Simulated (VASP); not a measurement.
# Ni (Fm-3m) in VASP: further runs

Runs on Ni. Level: LDA+U. Tasks: single point.

Everything below comes from runs of VASP 6.6.1. Logs are shortened: lines on timing, memory, paths and dates and some standing lists are left out, and cuts for length are marked.

## Step 1: The cell of the first run

It takes space group Fm-3m (No. 225, cubic). Conventional cell: a = 3.562 Å, b = 3.562 Å, c = 3.562 Å, α = 90.00°, β = 90.00°, γ = 90.00°. Within 3.3 Å of Ni (site symmetry m-3m) lie 12 Ni at 2.52 Å.

## Step 2: Single point, LDA+U, collinear spin, ferromagnetic start

File INCAR:

```
  PREC = Accurate
  ENCUT = 590
  EDIFF = 1E-6
  ISMEAR = 0
  SIGMA = 0.05
  LREAL = F
  LASPH = T
  NELM = 200
  ALGO = Normal
  ISIF = 2
  LWAVE = F
  LCHARG = F
  ISPIN = 2
  MAGMOM = 0.24
  LORBIT = 11
  NUPDOWN = 0.24
  LMAXMIX = 4
  LDAU = T
  LDAUTYPE = 2
  LDAUL = 2
  LDAUU = 4.2
  LDAUJ = 0
  LDAUPRINT = 1
  GGA = CA
  NBANDS = 19
  GGA_COMPAT = F
```

File KPOINTS:

```
regular mesh
0
Gamma
  15 15 15
```

File POSCAR:

```
Ni
1.0
    0.0000000000      1.7810000000      1.7810000000
    1.7810000000      0.0000000000      1.7810000000
    1.7810000000      1.7810000000      0.0000000000
Ni
1
Direct
    0.0000000000      0.0000000000      0.0000000000
```

Potentials or basis: VASP PAW LDA potentials, release 64 (Ni_sv_GW).

Run with:

```sh
cat potpaw_LDA.64/Ni_sv_GW/POTCAR > POTCAR
mpirun -np 1 vasp_std > vasp.out
```

OUTCAR:

```text
PREC = Accurate
   ENCUT = 590
   EDIFF = 1E-6
   ISMEAR = 0
   LREAL = F
   LASPH = T
   NELM = 200
   ISIF = 2
   ISPIN = 2
   LORBIT = 11
   NUPDOWN = 0.24
   GGA = CA

 ion  position               nearest neighbor table
   1  0.000  0.000  0.000-

  LATTYP: Found a face centered cubic cell.
 ALAT       =     3.5620000000

  Lattice vectors:

 A1 = (   0.0000000000,   1.7810000000,   1.7810000000)
 A2 = (   1.7810000000,   0.0000000000,   1.7810000000)
 A3 = (   1.7810000000,   1.7810000000,   0.0000000000)

Analysis of symmetry for initial positions (statically):
=====================================================================
 Subroutine PRICEL returns:
 Original cell was already a primitive cell.

 Routine SETGRP: Setting up the symmetry group for a
 face centered cubic supercell.

 Subroutine GETGRP returns: Found 48 space group operations
 (whereof 48 operations were pure point group operations)
 out of a pool of 48 trial point group operations.

The static configuration has the point symmetry O_h .

Analysis of symmetry for dynamics (positions and initial velocities):
=====================================================================
 Subroutine PRICEL returns:
 Original cell was already a primitive cell.

 Routine SETGRP: Setting up the symmetry group for a
 face centered cubic supercell.

 Subroutine GETGRP returns: Found 48 space group operations
 (whereof 48 operations were pure point group operations)
 out of a pool of 48 trial point group operations.

The dynamic configuration has the point symmetry O_h .

Analysis of structural, dynamic, and magnetic symmetry:
=====================================================================
 Subroutine PRICEL returns:
 Original cell was already a primitive cell.

 Routine SETGRP: Setting up the symmetry group for a
 face centered cubic supercell.

 Subroutine GETGRP returns: Found 48 space group operations
[... 147 lines left out ...]
spin component  1

  0.8092 -0.0000  0.0000  0.0000 -0.0000
 -0.0000  0.8092 -0.0000  0.0000  0.0000
  0.0000 -0.0000  0.8510  0.0000 -0.0000
  0.0000  0.0000  0.0000  0.8092  0.0000
 -0.0000  0.0000 -0.0000  0.0000  0.8510

spin component  2

  0.7088  0.0000  0.0000 -0.0000  0.0000
  0.0000  0.7088 -0.0000 -0.0000 -0.0000
  0.0000 -0.0000  0.8471  0.0000 -0.0000
 -0.0000 -0.0000  0.0000  0.7088  0.0000
  0.0000 -0.0000 -0.0000  0.0000  0.8471

 occupancies and eigenvectors

  o =  0.7088  v =  0.0000  0.0000  0.0000  0.0000  0.0000  0.0000  0.1567 -0.0000  0.9876  0.0000      0.0000  0.0000  0.0000  0.0000  0.0000  0.0000  0.0000  0.0000  0.0000  0.0000
  o =  0.7088  v =  0.0000  0.0000  0.0000  0.0000  0.0000  1.0000  0.0000  0.0000  0.0000  0.0000      0.0000  0.0000  0.0000  0.0000  0.0000  0.0000  0.0000  0.0000  0.0000  0.0000
  o =  0.7088  v =  0.0000  0.0000  0.0000  0.0000  0.0000  0.0000  0.9876 -0.0000 -0.1567 -0.0000      0.0000  0.0000  0.0000  0.0000  0.0000  0.0000  0.0000  0.0000  0.0000  0.0000
  o =  0.8092  v =  0.0000 -0.7473 -0.0000  0.6645 -0.0000  0.0000  0.0000  0.0000  0.0000  0.0000      0.0000  0.0000  0.0000  0.0000  0.0000  0.0000  0.0000  0.0000  0.0000  0.0000
  o =  0.8092  v =  1.0000  0.0000  0.0000  0.0000  0.0000  0.0000  0.0000  0.0000  0.0000  0.0000      0.0000  0.0000  0.0000  0.0000  0.0000  0.0000  0.0000  0.0000  0.0000  0.0000
  o =  0.8092  v =  0.0000 -0.6645  0.0000 -0.7473  0.0000  0.0000  0.0000  0.0000  0.0000  0.0000      0.0000  0.0000  0.0000  0.0000  0.0000  0.0000  0.0000  0.0000  0.0000  0.0000
  o =  0.8471  v =  0.0000  0.0000  0.0000  0.0000  0.0000  0.0000 -0.0000 -0.9166 -0.0000  0.3998      0.0000  0.0000  0.0000  0.0000  0.0000  0.0000  0.0000  0.0000  0.0000  0.0000
  o =  0.8471  v =  0.0000  0.0000  0.0000  0.0000  0.0000  0.0000 -0.0000 -0.3998  0.0000 -0.9166      0.0000  0.0000  0.0000  0.0000  0.0000  0.0000  0.0000  0.0000  0.0000  0.0000
  o =  0.8510  v =  0.0000  0.0000  0.6822  0.0000 -0.7312  0.0000  0.0000  0.0000  0.0000  0.0000      0.0000  0.0000  0.0000  0.0000  0.0000  0.0000  0.0000  0.0000  0.0000  0.0000
  o =  0.8510  v =  0.0000 -0.0000 -0.7312 -0.0000 -0.6822  0.0000  0.0000  0.0000  0.0000  0.0000      0.0000  0.0000  0.0000  0.0000  0.0000  0.0000  0.0000  0.0000  0.0000  0.0000

 number of electron      17.9999992 magnetization       0.2399999

 Free energy of the ion-electron system (eV)
  ---------------------------------------------------
  ext. energy  EPLUGINS =         0.00000000
  ---------------------------------------------------
  free energy    TOTEN  =        -3.89269754 eV

  energy without entropy =       -3.88905806  energy(sigma->0) =       -3.89087780

 E-fermi :   6.5749     XC(G=0): -14.0067

 val. band max:        6.5658458106   @ k =   0.4667   0.1333   0.0000
 cond. band min:       6.0566420453   @ k =   0.4667   0.4000   0.0000
 fundamental gap:     -0.5092037653
 Fermi energy:         6.0489553013

 spin component 1

 k-point     1 :       0.0000    0.0000    0.0000
  band No.  band energies     occupation
      1     -94.4564      1.00000
      2     -55.3691      1.00000
      3     -55.3691      1.00000
      4     -55.3691      1.00000
      5      -1.7942      1.00000
      6       4.2267      1.00000
[... 1049 lines left out ...]
     18      42.0050      0.00000
     19      46.0217      0.00000

 [... further k-points ...]
[... 5 lines left out ...]
  --------------------------------------------------------------------------------------
  -------------------------------------------------------------------------------------
  Total       -1.9916604     -1.9916604     -1.9916604      0.0000000      0.0000000      0.0000000
  in kB     -282.4256398   -282.4256398   -282.4256398      0.0000000      0.0000000      0.0000000
  external PRESSURE =    -282.4256398 kB  Pullay stress =       0.0000000 kB

 VOLUME and BASIS-vectors are now :
 -----------------------------------------------------------------------------
  energy-cutoff  :      590.00
  volume of cell :       11.30
      direct lattice vectors                 reciprocal lattice vectors
     0.000000000  1.781000000  1.781000000    -0.280741157  0.280741157  0.280741157
     1.781000000  0.000000000  1.781000000     0.280741157 -0.280741157  0.280741157
     1.781000000  1.781000000  0.000000000     0.280741157  0.280741157 -0.280741157

 POSITION                                       TOTAL-FORCE (eV/Angst)
 -----------------------------------------------------------------------------------
      0.00000      0.00000      0.00000        -0.000000     -0.000000      0.000000
 -----------------------------------------------------------------------------------
    total drift:                                0.000000      0.000000      0.000000

  FREE ENERGIE OF THE ION-ELECTRON SYSTEM (eV)
  ---------------------------------------------------
  free  energy   TOTEN  =        -3.8926975378 eV

  energy  without entropy=       -3.8890580588  energy(sigma->0) =       -3.89087780

 total charge

# of ion       s       p       d       f       tot
--------------------------------------------------
    1        2.221   6.247   7.919   0.004  16.391

 magnetization (x)

# of ion       s       p       d       f       tot
--------------------------------------------------
    1       -0.006  -0.018   0.308  -0.000   0.284
```

Wall time 57 s (1 thread of Intel Xeon Platinum 8259CL at 2.50GHz (Skylake/Cascade Lake), shared host); peak memory 0.17 GiB.

Results:

```
Free energy                                           : -3.8927 eV
Pressure                                              : -28.2 GPa
Net moment                                            : 0.24 μB per cell
Site moments                                          : Ni +0.28 μB
Valence electrons inside the program's atomic spheres : Ni 16.39
```

Eigenvalues of the final occupation matrices:
```csv
site,spin,trace,eigenvalues
site 1 d,1,4.13,0.81 0.81 0.81 0.85 0.85
site 1 d,2,3.82,0.71 0.71 0.71 0.85 0.85
```

Caveat: the total moment is fixed, so each spin has its own Fermi level; the U is typed as a test and isn't derived for this compound.

## Step 3: Single point, LDA+U, collinear spin, ferromagnetic start

File INCAR:

```
  PREC = Accurate
  ENCUT = 590
  EDIFF = 1E-6
  ISMEAR = 0
  SIGMA = 0.05
  LREAL = False
  LASPH = True
  NELM = 200
  ALGO = Normal
  ISIF = 2
  LWAVE = False
  LCHARG = False
  ISPIN = 2
  MAGMOM = 1.46
  LORBIT = 11
  NUPDOWN = 1.46
  LMAXMIX = 4
  LDAU = True
  LDAUTYPE = 2
  LDAUL = 2
  LDAUU = 4.2
  LDAUJ = 0
  LDAUPRINT = 1
  GGA = CA
  NBANDS = 19
  GGA_COMPAT = False
```

KPOINTS is that of step 2.

POSCAR is that of step 2.

Potentials or basis: VASP PAW LDA potentials, release 64 (Ni_sv_GW).

Run with:

```sh
cat potpaw_LDA.64/Ni_sv_GW/POTCAR > POTCAR
mpirun -np 1 vasp_std > vasp.out
```

It took 60 s on 1 thread of Intel Xeon Platinum 8259CL at 2.50GHz (Skylake/Cascade Lake), shared host; peak memory 0.17 GiB.

It converged, with:

| Property | Result |
| --- | --- |
| Free energy | -3.6610 eV |
| Pressure | -13.3 GPa |
| Net moment | 1.46 μB per cell |
| Site moments | Ni +1.42 μB |
| Valence electrons inside the program's atomic spheres | Ni 16.33 |

Eigenvalues of the final occupation matrices:
```csv
site,spin,trace,eigenvalues
site 1 d,1,4.56,0.91 0.91 0.91 0.92 0.92
site 1 d,2,3.21,0.50 0.50 0.50 0.85 0.85
```

Caveat: the total moment is fixed, so each spin has its own Fermi level; the U is typed as a test and isn't derived for this compound. The state reached can hang on the start; a lower one may exist.

## Step 4: Single point, LDA+U, collinear spin, zero start

File INCAR:

```
SYSTEM = Ni
  ALGO = Normal
  EDIFF = 1E-6
  ENCUT = 590
  GGA_COMPAT = .FALSE.
  ISIF = 2
  ISMEAR = 0
  ISPIN = 2
  LASPH = .TRUE.
  LCHARG = .FALSE.
  LDAU = .TRUE.
  LDAUJ = 0
  LDAUL = 2
  LDAUPRINT = 1
  LDAUTYPE = 2
  LDAUU = 4.2
  LMAXMIX = 4
  LORBIT = 11
  LREAL = .FALSE.
  LWAVE = .FALSE.
  MAGMOM = 0
  NBANDS = 19
  NELM = 200
  NUPDOWN = 0.0
  PREC = Accurate
  SIGMA = 0.05
```

File KPOINTS:

```
k-points
0
G
  15 15 15
  0 0 0
```

POSCAR is that of step 3.

Potentials or basis: VASP PAW LDA potentials, release 64 (Ni_sv_GW).

Run with:

```sh
cat potpaw_LDA.64/Ni_sv_GW/POTCAR > POTCAR
mpirun -np 1 vasp_std > vasp.out
```

OUTCAR:

```text
SYSTEM = Ni
   EDIFF = 1E-6
   ENCUT = 590
   ISIF = 2
   ISMEAR = 0
   ISPIN = 2
   LASPH = .TRUE.
   LORBIT = 11
   LREAL = .FALSE.
   NELM = 200
   NUPDOWN = 0.0
   PREC = Accurate

 ion  position               nearest neighbor table
   1  0.000  0.000  0.000-

  LATTYP: Found a face centered cubic cell.
 ALAT       =     3.5620000000

  Lattice vectors:

 A1 = (   0.0000000000,   1.7810000000,   1.7810000000)
 A2 = (   1.7810000000,   0.0000000000,   1.7810000000)
 A3 = (   1.7810000000,   1.7810000000,   0.0000000000)

Analysis of symmetry for initial positions (statically):
=====================================================================
 Subroutine PRICEL returns:
 Original cell was already a primitive cell.

 Routine SETGRP: Setting up the symmetry group for a
 face centered cubic supercell.

 Subroutine GETGRP returns: Found 48 space group operations
 (whereof 48 operations were pure point group operations)
 out of a pool of 48 trial point group operations.

The static configuration has the point symmetry O_h .

Analysis of symmetry for dynamics (positions and initial velocities):
[... 211 lines left out ...]

 val. band max:        6.3101240040   @ k =  -0.4667   0.2667   0.0000
 cond. band min:       6.3113419700   @ k =  -0.3333   0.4000   0.0667
 fundamental gap:      0.0012179660
 Fermi energy:         6.3101922113

 spin component 1

 k-point     1 :       0.0000    0.0000    0.0000
  band No.  band energies     occupation
      1     -94.2760      1.00000
      2     -55.1945      1.00000
      3     -55.1945      1.00000
      4     -55.1945      1.00000
      5      -1.8196      1.00000
      6       4.5826      1.00000
[... 1049 lines left out ...]
     18      42.0083      0.00000
     19      45.9946      0.00000

 [... further k-points ...]
[... 5 lines left out ...]
  --------------------------------------------------------------------------------------
  -------------------------------------------------------------------------------------
  Total       -2.0054208     -2.0054208     -2.0054208      0.0000000      0.0000000      0.0000000
  in kB     -284.3769199   -284.3769199   -284.3769199      0.0000000      0.0000000      0.0000000
  external PRESSURE =    -284.3769199 kB  Pullay stress =       0.0000000 kB

 VOLUME and BASIS-vectors are now :
 -----------------------------------------------------------------------------
  energy-cutoff  :      590.00
  volume of cell :       11.30
      direct lattice vectors                 reciprocal lattice vectors
     0.000000000  1.781000000  1.781000000    -0.280741157  0.280741157  0.280741157
     1.781000000  0.000000000  1.781000000     0.280741157 -0.280741157  0.280741157
     1.781000000  1.781000000  0.000000000     0.280741157  0.280741157 -0.280741157

 POSITION                                       TOTAL-FORCE (eV/Angst)
 -----------------------------------------------------------------------------------
      0.00000      0.00000      0.00000         0.000000      0.000000      0.000000
 -----------------------------------------------------------------------------------
    total drift:                                0.000000      0.000000      0.000000

  FREE ENERGIE OF THE ION-ELECTRON SYSTEM (eV)
  ---------------------------------------------------
  free  energy   TOTEN  =        -3.8608888516 eV

  energy  without entropy=       -3.8567595885  energy(sigma->0) =       -3.85882422

 total charge

# of ion       s       p       d       f       tot
--------------------------------------------------
    1        2.221   6.246   7.920   0.004  16.391

 magnetization (x)

# of ion       s       p       d       f       tot
--------------------------------------------------
    1       -0.000  -0.000   0.000  -0.000  -0.000
```

OSZICAR:

```text
N       E                     dE             d eps       ncg     rms          rms(c)
DAV:   1     0.175343261453E+03    0.17534E+03   -0.97113E+03 13277   0.358E+03
DAV:   2     0.120511446905E+01   -0.17414E+03   -0.16388E+03 14115   0.790E+02
DAV:   3    -0.554526602044E+01   -0.67504E+01   -0.66734E+01 14500   0.201E+02
DAV:   4    -0.562894530034E+01   -0.83679E-01   -0.83655E-01 14319   0.126E+01
DAV:   5    -0.563006884204E+01   -0.11235E-02   -0.11234E-02 13527   0.108E+00    0.119E+01
DAV:   6    -0.499985051592E+01    0.63022E+00   -0.69231E+00 10534   0.249E+02    0.888E+00
DAV:   7    -0.390159414897E+01    0.10983E+01   -0.30739E+00 10612   0.134E+02    0.202E+00
DAV:   8    -0.386003377623E+01    0.41560E-01   -0.44391E-02 15950   0.108E+01    0.240E-01
DAV:   9    -0.386041373604E+01   -0.37996E-03   -0.14018E-03 14914   0.247E+00    0.108E-01
DAV:  10    -0.386088326087E+01   -0.46952E-03   -0.73984E-05 14631   0.928E-01    0.203E-02
DAV:  11    -0.386088663892E+01   -0.33780E-05   -0.38679E-06 12524   0.798E-02    0.101E-02
DAV:  12    -0.386088874020E+01   -0.21013E-05   -0.25014E-07  6651   0.505E-02    0.383E-03
DAV:  13    -0.386088885163E+01   -0.11143E-06   -0.35303E-07  6547   0.262E-02
   1 F= -.38608889E+01 E0= -.38588242E+01  d E =-.412926E-02  mag=    -0.0000
```

stdout:

```text
POSCAR found type information on POSCAR Ni
 POSCAR found :  1 types and       1 ions
 scaLAPACK will be used
 LDA part: xc-table for (Slater(with rela. corr.)+CA(PZ))
 , standard interpolation
 POSCAR, INCAR and KPOINTS ok, starting setup
 FFT: planning ... GRIDC
 FFT: planning ... GRID_SOFT
 FFT: planning ... GRID
 WAVECAR not read
 entering main loop
```

It took 28 s on 1 thread of Intel Xeon 6975P-C (Granite Rapids), shared host; peak memory 0.17 GiB.

What came out:

- Free energy: -3.8609 eV
- Pressure: -28.4 GPa
- Net moment: 0.00 μB per cell
- Valence electrons inside the program's atomic spheres: Ni 16.39

Eigenvalues of the final occupation matrices:
```tsv
site	spin	trace	eigenvalues
site 1 d	1	3.98	0.76 0.76 0.76 0.85 0.85
site 1 d	2	3.98	0.76 0.76 0.76 0.85 0.85
```

Caveat: the total moment is fixed, so each spin has its own Fermi level; the U is typed as a test and isn't derived for this compound.

## Step 5: Single point, LDA+U, collinear spin, ferromagnetic start

File INCAR:

```
  PREC = Accurate
  ENCUT = 590
  EDIFF = 1E-6
  ISMEAR = 0
  SIGMA = 0.05
  LREAL = F
  LASPH = T
  NELM = 200
  ALGO = Normal
  ISIF = 2
  LWAVE = F
  LCHARG = F
  ISPIN = 2
  MAGMOM = 1.7
  LORBIT = 11
  NUPDOWN = 1.7
  LMAXMIX = 4
  LDAU = T
  LDAUTYPE = 2
  LDAUL = 2
  LDAUU = 4.2
  LDAUJ = 0
  LDAUPRINT = 1
  GGA = CA
  NBANDS = 19
  GGA_COMPAT = F
```

File KPOINTS:

```
Automatic mesh
0
Gamma
  15 15 15
```

POSCAR is that of step 4.

Run with:

```sh
cat potpaw_LDA.64/Ni_sv_GW/POTCAR > POTCAR
mpirun -np 1 vasp_std > vasp.out
```

Wall time 74 s (1 thread of Intel Xeon Platinum 8259CL at 2.50GHz (Skylake/Cascade Lake), shared host); peak memory 0.17 GiB.

The run converged. Its results:

```yaml
Free_energy: -3.2848 eV
Pressure: -6.9 GPa
Net_moment: 1.70 μB per cell
Site_moments: Ni +1.60 μB
Valence_electrons_inside_the_program's_atomic_spheres: Ni 16.31
```

Eigenvalues of the final occupation matrices:
| site | spin | trace | eigenvalues |
| --- | --- | --- | --- |
| site 1 d | 1 | 4.60 | 0.92 0.92 0.92 0.92 0.92 |
| site 1 d | 2 | 3.12 | 0.47 0.47 0.47 0.86 0.86 |

Caveat: the total moment is fixed, so each spin has its own Fermi level; the U is typed as a test and isn't derived for this compound. The state reached can hang on the start; a lower one may exist.

## Step 6: Single point, LDA+U, collinear spin, ferromagnetic start

File INCAR:

```
SYSTEM = Ni
ALGO = Normal
EDIFF = 1E-6
ENCUT = 590
GGA_COMPAT = .FALSE.
ISIF = 2
ISMEAR = 0
ISPIN = 2
LASPH = .TRUE.
LCHARG = .TRUE.
LDAU = .TRUE.
LDAUJ = 0
LDAUL = 2
LDAUPRINT = 1
LDAUTYPE = 2
LDAUU = 4.2
LELF = .TRUE.
LMAXMIX = 4
LORBIT = 11
LREAL = .FALSE.
LVHAR = .TRUE.
LWAVE = .FALSE.
MAGMOM = 2
NBANDS = 19
NELM = 200
PREC = Accurate
SIGMA = 0.05
```

File KPOINTS:

```
k-points
0
G
  15 15 15
  0 0 0
```

POSCAR is that of step 5.

Potentials or basis: VASP PAW LDA potentials, release 64 (Ni_sv_GW).

Run with:

```sh
cat potpaw_LDA.64/Ni_sv_GW/POTCAR > POTCAR
mpirun -np 1 vasp_std > vasp.out
```

Run time: 2.1 min. Hardware: 1 thread of Intel Xeon Platinum 8259CL at 2.50GHz (Skylake/Cascade Lake), shared host; peak memory 0.17 GiB.

It converged, with:

```yaml
Free_energy: -4.0548 eV
Pressure: -23.4 GPa
Net_moment: 0.85 μB per cell
Site_moments: Ni +0.92 μB
Valence_electrons_inside_the_program's_atomic_spheres: Ni 16.37
```

Levels at points of the mesh, in eV from the Fermi level:
Spin up:
| k point | band 5 | band 6 | band 7 | band 8 | band 9 | band 10 | band 11 | band 12 | band 13 | band 14 |
| --- | --- | --- | --- | --- | --- | --- | --- | --- | --- | --- |
| (0.00, 0.00, 0.00) | -8.74 | -3.47 | -3.47 | -3.47 | -2.27 | -2.27 | 23.30 | 26.88 | 26.88 | 26.88 |
Spin down:
```csv
k point,band 5,band 6,band 7,band 8,band 9,band 10,band 11,band 12,band 13
"(0.00, 0.00, 0.00)",-8.75,-1.40,-1.40,-1.40,-1.35,-1.35,23.17,26.88,26.88
```

Eigenvalues of the final occupation matrices:
```csv
site,spin,trace,eigenvalues
site 1 d,1,4.42,0.88 0.88 0.88 0.89 0.89
site 1 d,2,3.48,0.60 0.60 0.60 0.84 0.84
```

Caveat: the U is typed as a test and isn't derived for this compound. The state reached can hang on the start; a lower one may exist.

## Step 7: Overview

| spin | fixed moment (μB) | pressure (GPa) | moment (μB) |
| --- | --- | --- | --- |
| collinear, ferromagnetic start | 0.24 | -28.2 | 0.24 |
| collinear, ferromagnetic start | 1.46 | -13.3 | 1.46 |
| collinear, zero start | 0.0 | -28.4 | 0.00 |
| collinear, ferromagnetic start | 1.7 | -6.9 | 1.70 |
| collinear, ferromagnetic start | - | -23.4 | 0.85 |

Alike in all rows: task single point; level LDA+U; potentials or basis VASP PAW LDA potentials, release 64 (Ni_sv_GW); Ni d U = 4.2 eV; cell as given; k mesh 15 × 15 × 15; cutoff (eV) 590; smearing gaussian 0.05 eV.

Caveats: the U is typed as a test and isn't derived for this compound; the total moment is fixed, so each spin has its own Fermi level (some runs).

Total energies depend on the potentials used, so only differences within one code and one set of settings carry meaning.
